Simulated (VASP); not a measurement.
# BeTe (Pm-3m) in VASP: settings compared

The runs below take BeTe through single point, with PBE, PBEsol.

Program: VASP 6.6.1. These are calculated values, not measurements. Logs are shortened: lines on timing, memory, paths and dates and some standing lists are left out, and cuts for length are marked.

## 1. The cell of the first run

It takes space group Pm-3m (No. 221, cubic). Conventional cell: a = 3.365 Å, b = 3.365 Å, c = 3.365 Å, α = 90.00°, β = 90.00°, γ = 90.00°. Be (site symmetry m-3m) has 8 Te at 2.91 Å and 6 Be at 3.37 Å within 3.8 Å. Within 3.8 Å of Te (site symmetry m-3m) lie 8 Be at 2.91 Å and 6 Te at 3.37 Å.

## 2. Single point, PBE

The input, INCAR:

```
PREC = Accurate
ENCUT = 600
EDIFF = 1E-6
ISMEAR = -1
SIGMA = 0.02
LREAL = False
LASPH = True
NELM = 120
ALGO = Normal
ISIF = 2
LWAVE = False
LCHARG = False
GGA = PE
NBANDS = 11
GGA_COMPAT = False
```

The input, KPOINTS:

```
regular mesh
0
Gamma
  4 4 4
```

The input, POSCAR:

```
BeTe
1.0
    3.3650594837      0.0000000000      0.0000000000
    0.0000000000      3.3650594837      0.0000000000
    0.0000000000      0.0000000000      3.3650594837
Be Te
1 1
Direct
    0.0000000000      0.0000000000      0.0000000000
    0.5000000000      0.5000000000      0.5000000000
```

Potentials or basis: VASP PAW PBE potentials, release 64 (Be, Te).

Run with:

```console
cat potpaw_PBE.64/Be/POTCAR potpaw_PBE.64/Te/POTCAR > POTCAR
mpirun -np 1 vasp_std > vasp.out
```

OUTCAR:

```text
PREC = Accurate
   ENCUT = 600
   EDIFF = 1E-6
   ISMEAR = -1
   LREAL = False
   LASPH = True
   NELM = 120
   ISIF = 2
   GGA = PE

 ion  position               nearest neighbor table
   1  0.000  0.000  0.000-   2 2.91   2 2.91   2 2.91   2 2.91   2 2.91   2 2.91   2 2.91   2 2.91

   2  0.500  0.500  0.500-   1 2.91   1 2.91   1 2.91   1 2.91   1 2.91   1 2.91   1 2.91   1 2.91

  LATTYP: Found a simple cubic cell.
 ALAT       =     3.3650594837

  Lattice vectors:

 A1 = (   3.3650594837,   0.0000000000,   0.0000000000)
 A2 = (   0.0000000000,   3.3650594837,   0.0000000000)
 A3 = (   0.0000000000,   0.0000000000,   3.3650594837)

Analysis of symmetry for initial positions (statically):
=====================================================================
 Subroutine PRICEL returns:
 Original cell was already a primitive cell.

 Routine SETGRP: Setting up the symmetry group for a
 simple cubic supercell.

 Subroutine GETGRP returns: Found 48 space group operations
 (whereof 48 operations were pure point group operations)
 out of a pool of 48 trial point group operations.

The static configuration has the point symmetry O_h .

Analysis of symmetry for dynamics (positions and initial velocities):
=====================================================================
 Subroutine PRICEL returns:
 Original cell was already a primitive cell.

 Routine SETGRP: Setting up the symmetry group for a
 simple cubic supercell.

 Subroutine GETGRP returns: Found 48 space group operations
 (whereof 48 operations were pure point group operations)
 out of a pool of 48 trial point group operations.

The dynamic configuration has the point symmetry O_h .

 Subroutine INISYM returns: Found 48 space group operations
 (whereof 48 operations are pure point group operations),
 and found     1 'primitive' translations

----------------------------------------------------------------------------------------

                                     Primitive cell

  volume of cell :      38.1047

  direct lattice vectors                    reciprocal lattice vectors
     3.365059484  0.000000000  0.000000000     0.297171567  0.000000000  0.000000000
     0.000000000  3.365059484  0.000000000     0.000000000  0.297171567  0.000000000
     0.000000000  0.000000000  3.365059484     0.000000000  0.000000000  0.297171567

  length of vectors
     3.365059484  3.365059484  3.365059484     0.297171567  0.297171567  0.297171567

  position of ions in fractional coordinates (direct lattice)
     0.000000000  0.000000000  0.000000000
     0.500000000  0.500000000  0.500000000

  ion indices of the primitive-cell ions
   primitive index   ion index
                 1           1
                 2           2

----------------------------------------------------------------------------------------

 KPOINTS: regular mesh

Automatic generation of k-mesh.
 Grid dimensions read from file:
 generate k-points for:    4    4    4

 Generating k-lattice:

  Cartesian coordinates                     Fractional coordinates (reciprocal lattice)
     0.074292892  0.000000000  0.000000000     0.250000000  0.000000000  0.000000000
     0.000000000  0.074292892  0.000000000     0.000000000  0.250000000  0.000000000
     0.000000000  0.000000000  0.074292892     0.000000000  0.000000000  0.250000000

  Length of vectors
     0.074292892  0.074292892  0.074292892

  Shift w.r.t. Gamma in fractional coordinates (k-lattice)
     0.000000000  0.000000000  0.000000000

 Subroutine IBZKPT returns following result:
 ===========================================

 Found     10 irreducible k-points:

 Following reciprocal coordinates:
            Coordinates               Weight
  0.000000  0.000000  0.000000      1.000000
  0.250000  0.000000  0.000000      6.000000
  0.500000  0.000000  0.000000      3.000000
  0.250000  0.250000  0.000000     12.000000
  0.500000  0.250000  0.000000     12.000000
  0.500000  0.500000  0.000000      3.000000
  0.250000  0.250000  0.250000      8.000000
  0.500000  0.250000  0.250000     12.000000
  0.500000  0.500000  0.250000      6.000000
  0.500000  0.500000  0.500000      1.000000
   k-points           NKPTS =     10   k-points in BZ     NKDIM =     10   number of bands    NBANDS=     11
   number of dos      NEDOS =    301   number of ions     NIONS =      2
   total plane-waves  NPLWV =  21952
   dimension x,y,z NGX =    28 NGY =   28 NGZ =   28
   dimension x,y,z NGXF=    56 NGYF=   56 NGZF=   56
   ions per type =               1   1
   NGX,Y,Z   is equivalent  to a cutoff of  13.83, 13.83, 13.83 a.u.
   NGXF,Y,Z  is equivalent  to a cutoff of  27.67, 27.67, 27.67 a.u.
 SYSTEM =  unknown system
   PREC   = accura    normal or accurate (medium, high low for compatibility)
   ISTART =      0    job   : 0-new  1-cont  2-samecut
   ICHARG =      2    charge: 1-file 2-atom 10-const
   ISPIN  =      1    spin polarized calculation?
   LNONCOLLINEAR =      F non collinear calculations
   LSORBIT =      F    spin-orbit coupling
   LASPH  =      T    aspherical Exc in radial PAW
   ENCUT  =  600.0 eV  44.10 Ry    6.64 a.u.   6.72  6.72  6.72*2*pi/ulx,y,z
   NELM   =    120;   NELMIN=  2; NELMDL= -5     # of ELM steps
   EDIFF  = 0.1E-05   stopping-criterion for ELM
   LREAL  =      F    real-space projection
   EDIFFG = 0.1E-04   stopping-criterion for IOM
   NSW    =      0    number of steps for IOM
   IBRION =     -1    ionic relax: 0-MD 1-quasi-New 2-CG
   NFREE  =      0    steps in history (QN), initial steepest desc. (CG)
   ISIF   =      2    stress and relaxation
   ISYM   =      2    0-nonsym 1-usesym 2-fastsym
   POTIM  = 0.5000    time-step for ionic-motion
   TEBEG  =    0.0;   TEEND  =   0.0 temperature during run
   PSTRESS=    0.0 pullay stress
   NELECT =       8.0000    total number of electrons
   NUPDOWN=      -1.0000    fix difference up-down
   EMIN   =  10.00;   EMAX   =-10.00  energy-range for DOS
   EFERMI =   0.00;   METHOD = LEGACY
   ISMEAR =    -1;   SIGMA  =   0.02  broadening in eV -4-tet -1-fermi 0-gaus
   EFERMI_NEDOS =   21; number of points for ismear=-14 and -15
   IALGO  =     38    algorithm
   IMIX   =      4    mixing-type and parameters
     AMIX     =   0.40;   BMIX     =  1.00
     AMIX_MAG =   1.60;   BMIX_MAG =  1.00
  volume/ion in A,a.u.               =      19.05       128.57
  Fermi-wavevector in a.u.,A,eV,Ry     =   0.972998  1.838700 12.880985  0.946726
  Thomas-Fermi vector in A             =   2.103342
   LORBIT       =      0    0 simple, 1 ext, 2 COOP (PROOUT), +10 PAW based schemes
   GGA     = PE    functional components
   LHFCALC =     F    Hartree Fock is set to
   AEXX    =    0.0000 exact exchange contribution
   IVDW    =     0    specifies the selected vdW correction
   LEPSILON=     F    determine dielectric tensor
   LRPA    =     F    only Hartree local field effects (RPA)
 non-spin polarized calculation
  energy-cutoff  :      600.00
  volume of cell :       38.10
 maximum number of plane-waves:      1328
 NGX is ok and might be reduce to    28
   NGX = 13   NGY = 13   NGZ = 13

 number of electron       8.0000001 magnetization

 Free energy of the ion-electron system (eV)
  ---------------------------------------------------
  ext. energy  EPLUGINS =         0.00000000
  ---------------------------------------------------
  free energy    TOTEN  =        -5.33295471 eV

  energy without entropy =       -5.32873570  energy(sigma->0) =       -5.33084520

 E-fermi :   8.0814     XC(G=0): -10.1201

 val. band max:        8.0594348082   @ k =   0.2500   0.2500   0.0000
 cond. band min:       8.3690870797   @ k =   0.5000   0.2500   0.2500
 fundamental gap:      0.3096522715
 Fermi energy:         8.0814088557

 k-point     1 :       0.0000    0.0000    0.0000
  band No.  band energies     occupation
      1      -6.1607      2.00000
      2       6.6226      2.00000
      3       6.6226      2.00000
      4       6.6226      2.00000
      5       8.4296      0.00000
      6      11.9260      0.00000
      7      11.9260      0.00000
      8      15.9889      0.00000
      9      15.9889      0.00000
     10      15.9889      0.00000
     11      21.9779      0.00000

 k-point     2 :       0.2500    0.0000    0.0000
  band No.  band energies     occupation
      1      -5.5348      2.00000
      2       2.7422      2.00000
      3       7.3628      2.00000
      4       7.3628      2.00000
      5       9.7090      0.00000
      6      12.6463      0.00000
      7      13.8938      0.00000
      8      13.8938      0.00000
      9      14.3159      0.00000
     10      16.4711      0.00000
     11      18.7908      0.00000

 k-point     3 :       0.5000    0.0000    0.0000
  band No.  band energies     occupation
      1      -4.5812      2.00000
      2       0.2333      2.00000
      3       8.6735      0.00000
      4       8.6735      0.00000
      5      10.7109      0.00000
      6      11.5352      0.00000
      7      11.5352      0.00000
      8      12.5021      0.00000
      9      14.2934      0.00000
     10      15.6429      0.00000
     11      22.5200      0.00000
[... 71 lines left out ...]
 k-point     9 :       0.5000    0.5000    0.2500
  band No.  band energies     occupation
      1      -2.3699      2.00000
      2       2.7224      2.00000
      3       2.7224      2.00000
      4       6.0046      2.00000
      5       6.5322      2.00000
      6      10.0150      0.00000
      7      10.0150      0.00000
      8      10.7540      0.00000
      9      21.1897      0.00000
     10      21.7284      0.00000
     11      21.7284      0.00000

 k-point    10 :       0.5000    0.5000    0.5000
  band No.  band energies     occupation
      1      -1.4998      2.00000
      2       4.0769      2.00000
      3       4.0769      2.00000
      4       4.0769      2.00000
      5       7.1794      2.00000
      6       7.1794      2.00000
      7       7.1794      2.00000
      8       8.5727      0.00000
      9      24.6062      0.00000
     10      24.6062      0.00000
     11      24.6062      0.00000

------------------------ aborting loop because EDIFF is reached ----------------------------------------

  FORCE on cell =-STRESS in cart. coord.  units (eV):
  Direction    XX          YY          ZZ          XY          YZ          ZX
  --------------------------------------------------------------------------------------
  -------------------------------------------------------------------------------------
  Total       -0.2906810     -0.2906810     -0.2906810     -0.0000000     -0.0000000     -0.0000000
  in kB      -12.2221875    -12.2221875    -12.2221875     -0.0000000     -0.0000000     -0.0000000
  external PRESSURE =     -12.2221875 kB  Pullay stress =       0.0000000 kB

 VOLUME and BASIS-vectors are now :
 -----------------------------------------------------------------------------
  energy-cutoff  :      600.00
  volume of cell :       38.10
      direct lattice vectors                 reciprocal lattice vectors
     3.365059484  0.000000000  0.000000000     0.297171567  0.000000000  0.000000000
     0.000000000  3.365059484  0.000000000     0.000000000  0.297171567  0.000000000
     0.000000000  0.000000000  3.365059484     0.000000000  0.000000000  0.297171567

 POSITION                                       TOTAL-FORCE (eV/Angst)
 -----------------------------------------------------------------------------------
      0.00000      0.00000      0.00000         0.000000      0.000000      0.000000
      1.68253      1.68253      1.68253         0.000000      0.000000      0.000000
 -----------------------------------------------------------------------------------
    total drift:                               -0.000000      0.000000      0.000000

  FREE ENERGIE OF THE ION-ELECTRON SYSTEM (eV)
  ---------------------------------------------------
  free  energy   TOTEN  =        -5.3329547068 eV

  energy  without entropy=       -5.3287357012  energy(sigma->0) =       -5.33084520
```

It took 5.4 s on 1 thread of Intel Xeon Platinum 8559C (Emerald Rapids), shared host; peak memory 0.15 GiB.

Results:

```
Free energy            : -5.3330 eV
Pressure               : -1.2 GPa
Band gap on the k mesh : zero (band 4 reaches 8.67 eV, above the bottom of band 5 at 6.53 eV)
```

Caveat: the k points lie up to 0.47 Å⁻¹ apart; spin-orbit coupling is left out, which moves the levels of the heavy elements.

## 3. Single point, PBEsol

The input, INCAR:

```
SYSTEM = BeTe
PREC = Accurate ; ENCUT = 600
EDIFF = 1E-6 ; ISMEAR = -1
SIGMA = 0.02 ; LREAL = .False.
LASPH = .True. ; NELM = 120
ALGO = Normal ; ISIF = 2
LWAVE = .False. ; LCHARG = .True.
GGA = PS ; LELF = .True.
LVHAR = .True. ; NBANDS = 11
GGA_COMPAT = .False.
```

The input, KPOINTS:

```
Automatic mesh
0
Gamma
  4 4 4
  0 0 0
```

POSCAR is that of step 2.

Potentials or basis: VASP PAW PBE potentials, release 64 (Be, Te).

Run with:

```console
cat potpaw_PBE.64/Be/POTCAR potpaw_PBE.64/Te/POTCAR > POTCAR
mpirun -np 1 vasp_std > vasp.out
```

OUTCAR:

```text
SYSTEM = BeTe
   PREC = Accurate
   ENCUT = 600
   EDIFF = 1E-6
   ISMEAR = -1
   LREAL = .False.
   LASPH = .True.
   NELM = 120
   ISIF = 2
   GGA = PS

 ion  position               nearest neighbor table
   1  0.000  0.000  0.000-   2 2.91   2 2.91   2 2.91   2 2.91   2 2.91   2 2.91   2 2.91   2 2.91

   2  0.500  0.500  0.500-   1 2.91   1 2.91   1 2.91   1 2.91   1 2.91   1 2.91   1 2.91   1 2.91

  LATTYP: Found a simple cubic cell.
 ALAT       =     3.3650594837

  Lattice vectors:

 A1 = (   3.3650594837,   0.0000000000,   0.0000000000)
 A2 = (   0.0000000000,   3.3650594837,   0.0000000000)
 A3 = (   0.0000000000,   0.0000000000,   3.3650594837)

Analysis of symmetry for initial positions (statically):
=====================================================================
 Subroutine PRICEL returns:
 Original cell was already a primitive cell.

 Routine SETGRP: Setting up the symmetry group for a
 simple cubic supercell.

 Subroutine GETGRP returns: Found 48 space group operations
 (whereof 48 operations were pure point group operations)
[... 158 lines left out ...]
      1      -6.2748      2.00000
      2       6.5333      2.00000
      3       6.5333      2.00000
      4       6.5333      2.00000
      5       8.3628      0.00000
      6      11.7986      0.00000
      7      11.7986      0.00000
      8      15.9426      0.00000
      9      15.9426      0.00000
     10      15.9426      0.00000
     11      21.9229      0.00000
[... 113 lines left out ...]
 k-point    10 :       0.5000    0.5000    0.5000
  band No.  band energies     occupation
      1      -1.6140      2.00000
      2       3.9627      2.00000
      3       3.9627      2.00000
      4       3.9627      2.00000
      5       7.0918      2.00000
      6       7.0918      2.00000
      7       7.0918      2.00000
      8       8.5488      0.00000
      9      24.5980      0.00000
     10      24.5980      0.00000
     11      24.5980      0.00000

------------------------ aborting loop because EDIFF is reached ----------------------------------------

  FORCE on cell =-STRESS in cart. coord.  units (eV):
  Direction    XX          YY          ZZ          XY          YZ          ZX
  --------------------------------------------------------------------------------------
  -------------------------------------------------------------------------------------
  Total       -0.8047200     -0.8047200     -0.8047200     -0.0000000      0.0000000     -0.0000000
  in kB      -33.8358539    -33.8358539    -33.8358539     -0.0000000      0.0000000     -0.0000000
  external PRESSURE =     -33.8358539 kB  Pullay stress =       0.0000000 kB

 VOLUME and BASIS-vectors are now :
 -----------------------------------------------------------------------------
  energy-cutoff  :      600.00
  volume of cell :       38.10
      direct lattice vectors                 reciprocal lattice vectors
     3.365059484  0.000000000  0.000000000     0.297171567  0.000000000  0.000000000
     0.000000000  3.365059484  0.000000000     0.000000000  0.297171567  0.000000000
     0.000000000  0.000000000  3.365059484     0.000000000  0.000000000  0.297171567

 POSITION                                       TOTAL-FORCE (eV/Angst)
 -----------------------------------------------------------------------------------
      0.00000      0.00000      0.00000         0.000000      0.000000      0.000000
      1.68253      1.68253      1.68253         0.000000      0.000000      0.000000
 -----------------------------------------------------------------------------------
    total drift:                               -0.000000      0.000000      0.000000

  FREE ENERGIE OF THE ION-ELECTRON SYSTEM (eV)
  ---------------------------------------------------
  free  energy   TOTEN  =        -6.0888678983 eV

  energy  without entropy=       -6.0846461249  energy(sigma->0) =       -6.08675701
```

It took 5.8 s on 1 thread of Intel Xeon Platinum 8559C (Emerald Rapids), shared host; peak memory 0.15 GiB.

Results:

- Free energy: -6.0889 eV
- Pressure: -3.4 GPa
- Band gap on the k mesh: zero (band 4 reaches 8.57 eV, above the bottom of band 5 at 6.42 eV)

Levels at points of the mesh, in eV from the Fermi level:
| k point | band 1 | band 2 | band 3 | band 4 | band 5 | band 6 | band 7 | band 8 |
| --- | --- | --- | --- | --- | --- | --- | --- | --- |
| (0.00, 0.00, 0.00) | -14.26 | -1.46 | -1.46 | -1.46 | 0.37 | 3.81 | 3.81 | 7.95 |
| (0.50, 0.00, 0.00) | -12.69 | -7.86 | 0.58 | 0.58 | 2.63 | 3.49 | 3.49 | 4.46 |
| (0.50, 0.50, 0.00) | -11.07 | -6.13 | -6.13 | -2.61 | 1.84 | 4.87 | 5.85 | 5.85 |
| (0.50, 0.50, 0.50) | -9.60 | -4.03 | -4.03 | -4.03 | -0.90 | -0.90 | -0.90 | 0.56 |

Caveat: the k points lie up to 0.47 Å⁻¹ apart; the PAW data sets were made with another functional, which shifts forces and pressure a little; spin-orbit coupling is left out, which moves the levels of the heavy elements.
